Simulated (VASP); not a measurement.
Write the native input for VASP 6.6.1 that does the following.

```yaml
Task: single point
Functional: r2SCAN
Potentials_or_basis: VASP PAW PBE potentials, release 64 (Li_sv, F)
Cutoff: 520 eV
k_mesh: 10 × 10 × 10
Occupations: gaussian, width 0.01 eV
Spin: no spin polarisation
Dipole_correction: no
Further_INCAR_settings: ALGO = Normal; EDIFF = 1e-06; NBANDS = 12
```

LiF:

```
Li F
1.0
     0.00492    1.99979    1.99979
     1.99979    0.00492    1.99979
     1.99979    1.99979    0.00492
Li F
1 1
Direct
  0.00000 0.00000 0.00000
  0.50000 0.50000 0.50000
```

This cell differs from its parent crystal: strain along [111] +0.4%.

One way to write it, as run:

POSCAR

```
LiF
1.0
    0.0049206836      1.9997924242      1.9997924242
    1.9997924242      0.0049206836      1.9997924242
    1.9997924242      1.9997924242      0.0049206836
Li F
1 1
Direct
    0.0000000000      0.0000000000      0.0000000000
    0.5000000000      0.5000000000      0.5000000000
```

INCAR.step1

```
ALGO = Normal
EDIFF = 1E-4
ENCUT = 520
GGA = PE
ISMEAR = 0
LASPH = True
LCHARG = False
LREAL = False
LWAVE = True
NBANDS = 12
NELM = 100
PREC = Accurate
SIGMA = 0.01
```

INCAR.step2

```
ALGO = Normal
EDIFF = 1E-6
ENCUT = 520
ISIF = 2
ISMEAR = 0
ISTART = 1
LASPH = True
LCHARG = False
LMIXTAU = True
LREAL = False
LWAVE = False
METAGGA = R2SCAN
NBANDS = 12
NELM = 100
PREC = Accurate
SIGMA = 0.01
```

KPOINTS

```
k-points
0
Gamma
  10 10 10
```

Potentials or basis: VASP PAW PBE potentials, release 64 (Li_sv, F).

Command:

```sh
$ cat potpaw_PBE.64/Li_sv/POTCAR potpaw_PBE.64/F/POTCAR > POTCAR
$ cp INCAR.step1 INCAR
$ mpirun -np 1 vasp_std > vasp.out
$ cp INCAR.step2 INCAR
$ mpirun -np 1 vasp_std > vasp.out
```

Results of the run:

The band gap on the k mesh is 10.51 eV.

Caveat: the cell differs from its parent crystal (strain along [111] +0.4%).

Wall time 110 s on 1 thread of Intel Xeon 8259CL (shared host), peak memory 0.15 GiB.
